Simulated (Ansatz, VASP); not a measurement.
**Ti in VASP and in Ansatz**

The input INCAR:

```
PREC     = Accurate       # precision mode
ENCUT    = 520            # plane-wave cutoff, eV
EDIFF    = 1E-6           # SCF threshold, eV
ISMEAR   = 0              # smearing method
SIGMA    = 1.5            # smearing width, eV
LREAL    = F              # projectors in reciprocal space
LASPH    = T              # aspherical terms in the spheres
NELM     = 100            # most SCF steps
ALGO     = Normal         # electronic algorithm
ISIF     = 2              # what is computed and relaxed
LWAVE    = F              # write WAVECAR
LCHARG   = T              # write CHGCAR
LDIPOL   = T            
IDIPOL   = 3            
DIPOL    = 0.5 0.5 0.500
GGA      = PE             # functional
LELF     = T              # ELF
LVHAR    = T            
LVACPOTAV= T            
NBANDS   = 51             # bands
```

Contents of KPOINTS:

```
regular mesh
0
Gamma
  12 12 1
```

POSCAR

```
Ti
1.0
    2.9384580613      0.0000000000      0.0000000000
   -1.4692290307      2.5447793291      0.0000000000
    0.0000000000      0.0000000000     28.9519020424
Ti
7
Direct
    0.6666666667      0.3333333333      0.2590503377
    0.3333333333      0.6666666667      0.3393668918
    0.6666666667      0.3333333333      0.4196834459
    0.3333333333      0.6666666667      0.5000000000
    0.6666666667      0.3333333333      0.5803165541
    0.3333333333      0.6666666667      0.6606331082
    0.6666666667      0.3333333333      0.7409496623
```

Input for Ansatz:

```yaml
crystal:
  lattice:
    - [2.9384580613, 0.0, 0.0]
    - [-1.4692290307, 2.5447793291, 0.0]
    - [0.0, 0.0, 28.9519020424]
  atoms:
    - { symbol: Ti, position: [0.6666666667, 0.3333333333, 0.2590503377] }
    - { symbol: Ti, position: [0.3333333333, 0.6666666667, 0.3393668918] }
    - { symbol: Ti, position: [0.6666666667, 0.3333333333, 0.4196834459] }
    - { symbol: Ti, position: [0.3333333333, 0.6666666667, 0.5] }
    - { symbol: Ti, position: [0.6666666667, 0.3333333333, 0.5803165541] }
    - { symbol: Ti, position: [0.3333333333, 0.6666666667, 0.6606331082] }
    - { symbol: Ti, position: [0.6666666667, 0.3333333333, 0.7409496623] }
basis:
  ecutwfc: 420
kpoints:
  mp_grid: { grid: [12, 12, 1] }
hamiltonian:
  xc: pbe
scf:
  occupations: { method: gaussian, width: 1.5 }
output:
  forces: true
  stress: true
  eigenvalues: true
efield:
  axis: 3
  dipole_correction: true
  ramp_width: 0.04
```

Alike in both runs: task single point; functional PBE; k mesh 12 × 12 × 1; occupations gaussian, width 1.5 eV; no spin polarisation.

|  | VASP | Ansatz |
| --- | --- | --- |
| version | VASP 6.6.1 | Ansatz 0.2.0 |
| potentials or method | VASP PAW PBE potentials, release 64 (Ti_sv), cutoff 520 eV | scalar-relativistic, plane waves, PAW |
| valence electrons in the cell | 84 | 84 |

|  | VASP | Ansatz | Ansatz less VASP |
| --- | --- | --- | --- |
| gap on the k mesh at the Fermi level (eV) | none | none | - |
| rms of the force components (eV/Å) | 0.097 | 0.109 | +0.0123 |
| work function, face that differs most (eV) | 4.34 | 4.40 | +0.059 |

Atom by atom the forces differ by 0.017 eV/Å (rms over components). A gap of «none» marks a metal or a gap that the smearing closes. The functional is the same, so the differences come from potentials, cutoffs and numerics.
